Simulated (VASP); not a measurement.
# MgO (P6_3/mmc) in VASP: elastic constants with PBE

Aim: the elastic constants of MgO with PBE.

Everything below comes from runs of VASP 6.6.1. Logs are shortened: lines on timing, memory, paths and dates and some standing lists are left out, and cuts for length are marked.

**1. The cell of the first run**

The structure is hexagonal, space group P6_3/mmc (No. 194). The conventional cell has a = 3.430 Å, b = 3.430 Å, c = 4.139 Å, α = 90.00°, β = 90.00°, γ = 120.00°. Mg (site symmetry -6m2) has 5 O at 1.98 to 2.07 Å within 2.6 Å. Within 2.6 Å of O (site symmetry -6m2) lie 5 Mg at 1.98 to 2.07 Å.

**2. Elastic constants, PBE**

INCAR

```
SYSTEM = MgO
PREC = Accurate
ENCUT = 600
EDIFF = 1E-8
ISMEAR = 0
SIGMA = 0.01
LREAL = .FALSE.
LASPH = .TRUE.
NELM = 80
ALGO = Normal
ISIF = 3
LWAVE = .FALSE.
LCHARG = .FALSE.
GGA = PE
IBRION = 6
NFREE = 2
POTIM = 0.015
NSW = 1
```

KPOINTS

```
regular mesh
0
G
  12 12 6
  0 0 0
```

POSCAR

```
MgO
1.0
    3.4298373350      0.0000000000      0.0000000000
   -1.7149186675      2.9703262630      0.0000000000
    0.0000000000      0.0000000000      4.1394144914
Mg O
2 2
Direct
    0.6666666667      0.3333333333      0.7500000000
    0.3333333333      0.6666666667      0.2500000000
    0.6666666667      0.3333333333      0.2500000000
    0.3333333333      0.6666666667      0.7500000000
```

Potentials or basis: VASP PAW PBE potentials, release 64 (Mg, O).

Command:

```sh
cat potpaw_PBE.64/Mg/POTCAR potpaw_PBE.64/O/POTCAR > POTCAR
mpirun -np 1 vasp_std > vasp.out
```

OUTCAR:

```text
SYSTEM = MgO
   PREC = Accurate
   ENCUT = 600
   EDIFF = 1E-8
   ISMEAR = 0
   LREAL = .FALSE.
   LASPH = .TRUE.
   NELM = 80
   ISIF = 3
   GGA = PE
   IBRION = 6
   NFREE = 2
   POTIM = 0.015
   NSW = 1

 ion  position               nearest neighbor table
   1  0.667  0.333  0.750-   4 1.98   4 1.98   4 1.98   3 2.07   3 2.07   2 2.86   2 2.86   2 2.86
                             2 2.86   2 2.86   2 2.86
   2  0.333  0.667  0.250-   3 1.98   3 1.98   3 1.98   4 2.07   4 2.07   1 2.86   1 2.86   1 2.86
                             1 2.86   1 2.86   1 2.86
   3  0.667  0.333  0.250-   2 1.98   2 1.98   2 1.98   1 2.07   1 2.07
   4  0.333  0.667  0.750-   1 1.98   1 1.98   1 1.98   2 2.07   2 2.07

  LATTYP: Found a hexagonal cell.
 ALAT       =     3.4298373350
 C/A-ratio  =     1.2068836178

  Lattice vectors:

 A1 = (   3.4298373350,   0.0000000000,   0.0000000000)
 A2 = (  -1.7149186675,   2.9703262630,   0.0000000000)
 A3 = (   0.0000000000,   0.0000000000,   4.1394144914)

Analysis of symmetry for initial positions (statically):
=====================================================================
 Subroutine PRICEL returns:
 Original cell was already a primitive cell.

 Routine SETGRP: Setting up the symmetry group for a
 hexagonal supercell.

 Subroutine GETGRP returns: Found 24 space group operations
 (whereof 12 operations were pure point group operations)
 out of a pool of 24 trial point group operations.

The static configuration has the point symmetry D_3d.
 The point group associated with its full space group is D_6h.

Analysis of symmetry for dynamics (positions and initial velocities):
=====================================================================
 Subroutine PRICEL returns:
 Original cell was already a primitive cell.

 Routine SETGRP: Setting up the symmetry group for a
 hexagonal supercell.

 Subroutine GETGRP returns: Found 24 space group operations
 (whereof 12 operations were pure point group operations)
 out of a pool of 24 trial point group operations.

The dynamic configuration has the point symmetry D_3d.
 The point group associated with its full space group is D_6h.

 Subroutine INISYM returns: Found 24 space group operations
 (whereof 12 operations are pure point group operations),
 and found     1 'primitive' translations

----------------------------------------------------------------------------------------

                                     Primitive cell

  volume of cell :      42.1713

  direct lattice vectors                    reciprocal lattice vectors
     3.429837335  0.000000000  0.000000000     0.291559016  0.168331677  0.000000000
    -1.714918668  2.970326263  0.000000000     0.000000000  0.336663353  0.000000000
     0.000000000  0.000000000  4.139414491     0.000000000  0.000000000  0.241580060

  length of vectors
     3.429837335  3.429837335  4.139414491     0.336663353  0.336663353  0.241580060

  position of ions in fractional coordinates (direct lattice)
     0.666666667  0.333333333  0.750000000
     0.333333333  0.666666667  0.250000000
     0.666666667  0.333333333  0.250000000
     0.333333333  0.666666667  0.750000000

  ion indices of the primitive-cell ions
   primitive index   ion index
                 1           1
                 2           2
                 3           3
                 4           4

----------------------------------------------------------------------------------------

 KPOINTS: regular mesh

Automatic generation of k-mesh.
 Grid dimensions read from file:
 generate k-points for:   12   12    6
[... 123 lines left out ...]
  in kB      103.7371940    103.7371940    101.8899065      0.0000000      0.0000000     -0.0000000
  external PRESSURE =     103.1214315 kB  Pullay stress =       0.0000000 kB
[... 95 lines left out ...]
  FREE ENERGIE OF THE ION-ELECTRON SYSTEM (eV)
  ---------------------------------------------------
  free  energy   TOTEN  =       -23.5313044927 eV

  energy  without entropy=      -23.5313044927  energy(sigma->0) =      -23.53130449

[... ionic steps 4 to 18 ...]

--------------------------------------- Ionic step       19  -------------------------------------------

 number of electron      16.0000000 magnetization

------------------------ aborting loop because EDIFF is reached ----------------------------------------
[... 71 lines left out ...]
--------------------------------------- Ionic step       21  -------------------------------------------

 number of electron      16.0000001 magnetization

 Free energy of the ion-electron system (eV)
  ---------------------------------------------------
  ext. energy  EPLUGINS =         0.00000000
  ---------------------------------------------------
  free energy    TOTEN  =       -23.58018230 eV

  energy without entropy =      -23.58018230  energy(sigma->0) =      -23.58018230

 E-fermi :   2.4115     XC(G=0): -10.2637

 val. band max:        2.3007971084   @ k =   0.0000   0.0000   0.0000
 cond. band min:       5.9509487157   @ k =   0.0000   0.0000   0.0000
 fundamental gap:      3.6501516073
 Fermi energy:         2.4115034974

 k-point     1 :       0.0000    0.0000    0.0000
  band No.  band energies     occupation
      1     -14.8379      2.00000
      2     -13.3387      2.00000
      3      -1.5196      2.00000
      4       0.4824      2.00000
      5       0.4824      2.00000
      6       1.4235      2.00000
      7       1.4235      2.00000
      8       2.3008      2.00000
      9       5.9509      0.00000
     10      12.1090      0.00000
     11      14.8306      0.00000
     12      15.1767      0.00000
[... 331 lines left out ...]
 k-point    24 :       0.3333   -0.0000    0.1667
  band No.  band energies     occupation
      1     -14.2713      2.00000
      2     -13.5131      2.00000
      3      -1.3476      2.00000
      4      -0.4778      2.00000
      5       0.0769      2.00000
      6       0.2585      2.00000
      7       1.5414      2.00000
      8       1.6696      2.00000
      9       8.7929      0.00000
     10      11.5872      0.00000
     11      13.0932      0.00000
     12      14.9072      0.00000

 [... further k-points ...]

------------------------ aborting loop because EDIFF is reached ----------------------------------------

  FORCE on cell =-STRESS in cart. coord.  units (eV):
  Direction    XX          YY          ZZ          XY          YZ          ZX
  --------------------------------------------------------------------------------------
  -------------------------------------------------------------------------------------
  Total        2.7303738      2.7303738      2.6917335     -0.0000000      0.0000000      0.0000000
  in kB      103.7327988    103.7327988    102.2647715     -0.0000000      0.0000000      0.0000000
  external PRESSURE =     103.2434564 kB  Pullay stress =       0.0000000 kB
[... 19 lines left out ...]
  FREE ENERGIE OF THE ION-ELECTRON SYSTEM (eV)
  ---------------------------------------------------
  free  energy   TOTEN  =       -23.5801823031 eV

  energy  without entropy=      -23.5801823031  energy(sigma->0) =      -23.58018230

 INTERNAL STRAIN TENSORS FROM STRAINED CELLS
 ============================================

 INTERNAL STRAIN TENSOR FOR ION    1 for displacements in x,y,z  (eV/Angst):
          X           Y           Z          XY          YZ          ZX
  --------------------------------------------------------------------------------
  x    -0.00000    -0.00000    -0.00000    10.13455     0.00000    -0.00000
  y    10.15897   -10.17899    -0.00000     0.00001     0.00005    -0.00003
  z     0.00000     0.00000     0.00000     0.00000     0.01465    -0.00000

 INTERNAL STRAIN TENSORS FROM DISPLACED ATOMS
 ============================================

 INTERNAL STRAIN TENSOR FOR ION    1 for displacements in x,y,z  (eV/Angst):
          X           Y           Z          XY          YZ          ZX
  --------------------------------------------------------------------------------
  x     0.00000     0.00000     0.00000    10.12602     0.00000     0.00000
  y    10.12602   -10.12602     0.00000     0.00000     0.00000     0.00000
  z     0.00000     0.00000    -0.00000     0.00000     0.00000     0.00000

 INTERNAL STRAIN TENSOR FOR ION    4 for displacements in x,y,z  (eV/Angst):
          X           Y           Z          XY          YZ          ZX
  --------------------------------------------------------------------------------
  x     0.00000     0.00000     0.00000   -11.28955     0.00000     0.00000
  y   -11.28955    11.28955     0.00000     0.00000     0.00000     0.00000
  z    -0.00000    -0.00000     0.00000     0.00000     0.00000     0.00000

 Eigenvectors and eigenvalues of the dynamical matrix
 ----------------------------------------------------

   1 f  =   17.332729 THz   108.904748 2PiTHz  578.157603 cm-1    71.682375 meV
             X         Y         Z           dx          dy          dz
      1.714919  0.990109  3.104561     0.000000    0.000000    0.152272
     -0.000000  1.980218  1.034854    -0.000000    0.000000   -0.152272
      1.714919  0.990109  1.034854     0.000000    0.000000   -0.690517
     -0.000000  1.980218  3.104561    -0.000000   -0.000000    0.690517
[... 71 lines left out ...]
  12 f/i=    0.002736 THz     0.017192 2PiTHz    0.091271 cm-1     0.011316 meV
             X         Y         Z           dx          dy          dz
      1.714919  0.990109  3.104561    -0.000000    0.000000   -0.549004
     -0.000000  1.980218  1.034854    -0.000000    0.000000   -0.549004
      1.714919  0.990109  1.034854    -0.000000    0.000000   -0.445639
     -0.000000  1.980218  3.104561    -0.000000    0.000000   -0.445639

--------------------------------------------------------------------------------------------------------

 ELASTIC MODULI CONTR FROM IONIC RELAXATION (kBar)
 Direction    XX          YY          ZZ          XY          YZ          ZX
 --------------------------------------------------------------------------------
 XX        -809.4027    809.4027     -0.0000     -0.0000      0.0000      0.0000
 YY         809.4027   -809.4027      0.0000      0.0000      0.0000      0.0000
 ZZ          -0.0000      0.0000     -0.0000     -0.0000      0.0000      0.0000
 XY          -0.0000      0.0000     -0.0000   -809.4027      0.0000      0.0000
 YZ           0.0000      0.0000      0.0000      0.0000      0.0000      0.0000
 ZX           0.0000      0.0000      0.0000      0.0000      0.0000      0.0000
 --------------------------------------------------------------------------------

 TOTAL ELASTIC MODULI (kBar)
 Direction    XX          YY          ZZ          XY          YZ          ZX
 --------------------------------------------------------------------------------
 XX        2129.4143   1701.4480    813.1411     -0.0000      0.0000      0.0000
 YY        1701.4480   2129.4143    813.1411      0.0000      0.0000     -0.0000
 ZZ         813.1411    813.1411   3195.6009     -0.0000      0.0000      0.0000
 XY          -0.0000      0.0000      0.0000    213.9832      0.0000     -0.0000
 YZ          -0.0000     -0.0000      0.0000      0.0000   1193.9072      0.0000
 ZX           0.0000      0.0000      0.0000     -0.0000      0.0000   1193.9072
 --------------------------------------------------------------------------------
```

It took 10 min on 1 thread of Intel Xeon 6975P-C (Granite Rapids), shared host; peak memory 0.45 GiB.

Results:

* Voigt bulk modulus: 157 GPa
* Highest phonon frequency at Γ, LO-TO splitting left out: 578 cm⁻¹

Phonon frequencies in cm⁻¹ (negative: imaginary):
| q point | frequencies |
| --- | --- |
| (0.000, 0.000, 0.000) | 0 0 0 296 296 414 429 547 547 560 560 578 |

Elastic tensor in Voigt notation (GPa, in the Cartesian axes of the cell as first typed):
```
213 170  81   0   0   0
170 213  81   0   0   0
 81  81 320   0   0   0
  0   0   0 119   0   0
  0   0   0   0 119   0
  0   0   0   0   0  21
```

Clamped-ion elastic tensor (GPa):
```
294  89  81   0   0   0
 89 294  81   0   0   0
 81  81 320   0   0   0
  0   0   0 119   0   0
  0   0   0   0 119   0
  0   0   0   0   0 102
```

Caveat: the cell is under stress, which shifts elastic constants.
